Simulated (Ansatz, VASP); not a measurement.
One calculation of MgO5, two programs

```
Mg O
1.0
     0.00000    3.74145    3.74145
     3.74145    0.00000    3.74145
     3.74145    3.74145    0.00000
Mg O
1 5
Cartesian
  0.0000 0.0000 0.0000
  4.8856 6.3388 4.8856
  6.3388 6.3388 6.3388
  6.3388 4.8856 4.8856
  4.8856 4.8856 6.3388
  3.7414 3.7414 3.7414
```

Alike in both runs: functional PBE; k mesh 10 × 10 × 10; occupations gaussian, width 0.1 eV; collinear spin.

Ansatz relaxed the structure, and its values are those at the end. VASP's run is a single point on that final structure, the one shown.

|  | VASP | Ansatz |
| --- | --- | --- |
| version | VASP 6.6.1 | Ansatz 0.2.0 |
| potentials or method | VASP PAW PBE potentials, release 64 (Mg, O), cutoff 520 eV | scalar-relativistic, plane waves, PAW |
| valence electrons in the cell | 32 | 40 |

```csv
,VASP,Ansatz,Ansatz less VASP
gap on the k mesh at the Fermi level (eV),none,none,-
pressure (GPa),-0.2,0.0,+0.25
net moment per atom (μB),1.33,1.33,0.000
size of the moment on the site where the two differ most (μB),1.54,1.90,+0.352
```

Site moments also hang on the region over which each program counts them. A gap of «none» marks a metal or a gap that the smearing closes. With one functional, cell and mesh, what is left measures potentials, basis and numerics. VASP's potentials hold 32 valence electrons a cell and Ansatz's 40, so a difference there can come from the potentials and not from the codes.
